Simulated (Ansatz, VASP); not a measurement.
## SiO2: VASP beside Ansatz

```
CELL_PARAMETERS angstrom
4.18541 0.00000 0.00000
0.00000 4.18541 0.00000
0.00000 0.00000 2.45525
ATOMIC_POSITIONS crystal
Si 0.50000 0.50000 0.50000
Si 0.00000 0.00000 0.00000
O 0.69389 0.69389 0.00000
O 0.19389 0.80611 0.50000
O 0.30611 0.30611 0.00000
O 0.80611 0.19389 0.50000
```

Change from the starting cell: strain +0.000 along x and y, -0.080 along z, atoms carried along.

Alike in both runs: task single point; functional r2SCAN; k mesh 6 × 6 × 8; occupations gaussian, width 0.05 eV; no spin polarisation.

|  | VASP | Ansatz |
| --- | --- | --- |
| version | VASP 6.6.1 | Ansatz 0.2.0 |
| potentials or method | VASP PAW PBE potentials, release 64 (Si, O_h), cutoff 910 eV | scalar-relativistic, plane waves, PAW |
| valence electrons in the cell | 32 | 32 |

|  | VASP | Ansatz | Ansatz less VASP |
| --- | --- | --- | --- |
| gap on the k mesh at the Fermi level (eV) | 8.31 | 8.28 | -0.027 |
| least direct gap on the mesh (eV) | 8.31 | 8.28 | -0.027 |
| rms of the force components (eV/Å) | 0.151 | 0.146 | -0.0051 |

VASP's potentials were made for PBE, not for r2SCAN. Atom by atom the forces differ by 0.005 eV/Å (rms over components).

Noted on VASP's run: the cutoff is short for stress, so the pressure is rough.
